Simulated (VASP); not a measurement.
# BN (Ama2) in VASP: a series of runs, part 2 of 2

VASP 6.6.1. Earlier steps stand in the parts before.

### Step 3. Single point, PBE+D3(BJ)

INCAR reads:

```
SYSTEM = BN
  PREC = Accurate
  ENCUT = 520
  EDIFF = 1E-6
  ISMEAR = 0
  SIGMA = 0.05
  LREAL = .False.
  LASPH = .True.
  NELM = 100
  ALGO = Normal
  ISIF = 2
  LWAVE = .False.
  LCHARG = .False.
  GGA = PE
  IVDW = 12
  NBANDS = 16
```

KPOINTS reads:

```
regular mesh
0
Gamma
  12 12 4
  0 0 0
```

POSCAR reads:

```
BN
1.0
    2.5039917043      0.0000000000      0.0000000000
   -1.2519958522      2.1685204268      0.0000000000
    0.0000000000      0.0000000000      6.6612000000
B N
2 2
Direct
    0.2734289815      0.6067623149      0.2500000000
    0.6067623149      0.2734289815      0.7500000000
    0.3333333333      0.6666666667      0.7500000000
    0.6666666667      0.3333333333      0.2500000000
```

Potentials or basis: VASP PAW PBE potentials, release 64 (B, N).

On the command line:

```sh
$ cat potpaw_PBE.64/B/POTCAR potpaw_PBE.64/N/POTCAR > POTCAR
$ mpirun -np 1 vasp_std > vasp.out
```

Run time: 62 s. Hardware: 1 thread of Intel Xeon Platinum 8259CL at 2.50GHz (Skylake/Cascade Lake), shared host; peak memory 0.2 GiB.

The run converged. Its results:

```
Free energy                : -34.7786 eV
Pressure                   : 9.3 GPa
Largest force              : 6.495 eV/Å
Band gap on the k mesh     : 3.55 eV, indirect (least direct gap 4.33 eV)
Dispersion energy per atom : -0.141 eV
```

Forces on the atoms (eV/Å):
```
B    4.464  4.716  0.000
B    1.853  6.224  0.000
N   -1.849 -6.226  0.000
N   -4.467 -4.715  0.000
```

Stress tensor (GPa, compression positive):
```
12.42  2.89  0.00
 2.89 15.76  0.00
 0.00  0.00 -0.40
```

Levels at points of the mesh, in eV from the valence-band top:
| k point | band 6 | band 7 | band 8 | band 9 | band 10 | band 11 |
| --- | --- | --- | --- | --- | --- | --- |
| (0.00, 0.00, 0.00) | -3.36 | -0.01 | 0.00 | 4.86 | 9.03 | 9.15 |
| (0.50, 0.00, 0.00) | -3.74 | -2.05 | -0.76 | 3.57 | 5.87 | 8.92 |
| (0.50, 0.50, 0.00) | -4.12 | -1.90 | -0.90 | 3.91 | 5.35 | 8.40 |
| (0.00, 0.00, 0.50) | -3.36 | 0.00 | 0.00 | 7.15 | 7.15 | 9.15 |
| (0.50, 0.00, 0.50) | -3.74 | -1.83 | -0.92 | 3.55 | 5.42 | 9.17 |
| (0.50, 0.50, 0.50) | -4.15 | -1.38 | -1.38 | 4.42 | 4.42 | 8.66 |

Caveat: the cell differs from its parent crystal (all B atoms moved +0.150 Å, as atom 1 towards its neighbour atom 1 (B) at 2.504 Å); forces of over 1 eV/Å act on the atoms, so gaps and moduli don't describe the material at rest.

### Step 4. Single point, PBE+D3(BJ)

INCAR reads:

```
PREC     = Accurate       # precision mode
ENCUT    = 520            # plane-wave cutoff, eV
EDIFF    = 1E-6           # SCF threshold, eV
ISMEAR   = 0              # smearing method
SIGMA    = 0.05           # smearing width, eV
LREAL    = False          # projectors in reciprocal space
LASPH    = True           # aspherical terms in the spheres
NELM     = 80             # most SCF steps
ALGO     = Normal         # electronic algorithm
ISIF     = 2              # what is computed and relaxed
LWAVE    = False          # write WAVECAR
LCHARG   = False          # write CHGCAR
GGA      = PE             # functional
IVDW     = 12             # dispersion correction
NBANDS   = 16             # bands
```

KPOINTS reads:

```
Automatic mesh
0
Gamma
  12 12 4
```

POSCAR: that of step 3 with these lines changed.

```diff
@@ -8,4 +8,4 @@
 Direct
-    0.2734289815      0.6067623149      0.2500000000
-    0.6067623149      0.2734289815      0.7500000000
+    0.2634449229      0.5967782562      0.2500000000
+    0.5967782562      0.2634449229      0.7500000000
     0.3333333333      0.6666666667      0.7500000000
```

Potentials or basis: VASP PAW PBE potentials, release 64 (B, N).

On the command line:

```sh
$ cat potpaw_PBE.64/B/POTCAR potpaw_PBE.64/N/POTCAR > POTCAR
$ mpirun -np 1 vasp_std > vasp.out
```

OUTCAR:

```text
PREC = Accurate
   ENCUT = 520
   EDIFF = 1E-6
   ISMEAR = 0
   LREAL = False
   LASPH = True
   NELM = 80
   ISIF = 2
   GGA = PE
   IVDW = 12
 IVDW          = 12

 ion  position               nearest neighbor table
   1  0.263  0.597  0.250-   4 1.30   4 1.46   4 1.60
   2  0.597  0.263  0.750-   3 1.30   3 1.46   3 1.60
   3  0.333  0.667  0.750-   2 1.30   2 1.46   2 1.60
   4  0.667  0.333  0.250-   1 1.30   1 1.46   1 1.60

  LATTYP: Found a hexagonal cell.
 ALAT       =     2.5039917043
 C/A-ratio  =     2.6602324555
[... 657 lines left out ...]

  FORCE on cell =-STRESS in cart. coord.  units (eV):
  Direction    XX          YY          ZZ          XY          YZ          ZX
  --------------------------------------------------------------------------------------
  -------------------------------------------------------------------------------------
  Total       3.73402     4.75501    -0.09622     0.88420     0.00000     0.00000
  in kB     165.40112   210.62638    -4.26230    39.16622     0.00000     0.00000
  external pressure =      123.92 kB  Pullay stress =        0.00 kB

 VOLUME and BASIS-vectors are now :
 -----------------------------------------------------------------------------
  energy-cutoff  :      520.00
  volume of cell :       36.17
      direct lattice vectors                 reciprocal lattice vectors
     2.503991704  0.000000000  0.000000000     0.399362345  0.230571958  0.000000000
    -1.251995852  2.168520427  0.000000000     0.000000000  0.461143915  0.000000000
     0.000000000  0.000000000  6.661200000     0.000000000  0.000000000  0.150123101

 POSITION                                       TOTAL-FORCE (eV/Angst)
 -----------------------------------------------------------------------------------
     -0.08750      1.29413      1.66530         5.519649      5.382050      0.000000
      1.16450      0.57129      4.99590         1.901168      7.471182      0.000000
     -0.00000      1.44568      4.99590        -1.896757     -7.473728      0.000000
      1.25200      0.72284      1.66530        -5.524060     -5.379504      0.000000
 -----------------------------------------------------------------------------------
    total drift:                               -0.000095     -0.000165     -0.000000

  FREE ENERGIE OF THE ION-ELECTRON SYSTEM (eV)
  ---------------------------------------------------
  free  energy   TOTEN  =       -34.4352883266 eV

  energy  without entropy=      -34.4352883266  energy(sigma->0) =      -34.43528833
```

Run time: 58 s. Hardware: 1 thread of Intel Xeon Platinum 8259CL at 2.50GHz (Skylake/Cascade Lake), shared host; peak memory 0.2 GiB.

Results:

```
Free energy                : -34.4353 eV
Pressure                   : 12.4 GPa
Largest force              : 7.711 eV/Å
Band gap on the k mesh     : 3.21 eV, indirect (least direct gap 4.27 eV)
Dispersion energy per atom : -0.141 eV
```

Forces in eV/Å, atoms in the order of the input:
```
B    5.520  5.382  0.000
B    1.901  7.471  0.000
N   -1.897 -7.474  0.000
N   -5.524 -5.380  0.000
```

Stress tensor (GPa, compression positive):
```
16.54  3.92  0.00
 3.92 21.06  0.00
 0.00  0.00 -0.43
```

Levels at points of the mesh, in eV from the valence-band top:
```csv
k point,band 5,band 6,band 7,band 8,band 9,band 10,band 11,band 12
"(0.00, 0.00, 0.00)",-3.88,-3.87,-0.01,0.00,4.60,8.50,8.63,9.67
"(0.50, 0.00, 0.00)",-5.63,-3.87,-2.37,-1.01,3.25,5.79,8.60,9.20
"(0.50, 0.50, 0.00)",-4.30,-4.26,-2.18,-1.18,3.66,5.13,7.90,8.14
"(0.00, 0.00, 0.50)",-3.87,-3.87,0.00,0.00,6.86,6.86,8.65,8.65
"(0.50, 0.00, 0.50)",-5.63,-3.88,-2.18,-1.15,3.21,5.36,8.84,9.27
"(0.50, 0.50, 0.50)",-4.29,-4.29,-1.67,-1.67,4.19,4.19,8.12,8.12
```

Caveat: the cell differs from its parent crystal (all B atoms moved +0.175 Å, as atom 1 towards its neighbour atom 1 (B) at 2.504 Å); forces of over 1 eV/Å act on the atoms, so gaps and moduli don't describe the material at rest.
